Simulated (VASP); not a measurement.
A run of VASP 6.6.1:

File INCAR:

```
SYSTEM = ZnCu
PREC = Accurate
ENCUT = 520
EDIFF = 1E-6
ISMEAR = -1
SIGMA = 0.05
LREAL = .False.
LASPH = .True.
NELM = 60
ALGO = Normal
ISIF = 2
LWAVE = .False.
LCHARG = .False.
GGA = PS
NBANDS = 18
```

The input KPOINTS:

```
regular mesh
0
Gamma
  9 9 9
  0 0 0
```

The input POSCAR:

```
ZnCu
1.0
    2.9837544443      0.0000000000      0.0000000000
    0.0000000000      2.9837544443      0.0000000000
    0.0000000000      0.0000000000      2.9837544443
Zn Cu
1 1
Direct
    0.5000000000      0.5000000000      0.5000000000
    0.0000000000      0.0000000000      0.0000000000
```

Potentials or basis: VASP PAW PBE potentials, release 64 (Zn, Cu).

Run with:

```bash
$ cat potpaw_PBE.64/Zn/POTCAR potpaw_PBE.64/Cu/POTCAR > POTCAR
$ mpirun -np 1 vasp_std > vasp.out
```

Hardware: 1 thread of Intel(R) Xeon(R) Platinum 8559C (Emerald Rapids), with other jobs on the host.

Estimate the wall time of this run.

Run time: 6.3 s on 1 thread of Intel(R) Xeon(R) Platinum 8559C (Emerald Rapids) (shared host), peak memory 0.15 GiB. Counts: scf iterations 13, k points 35.
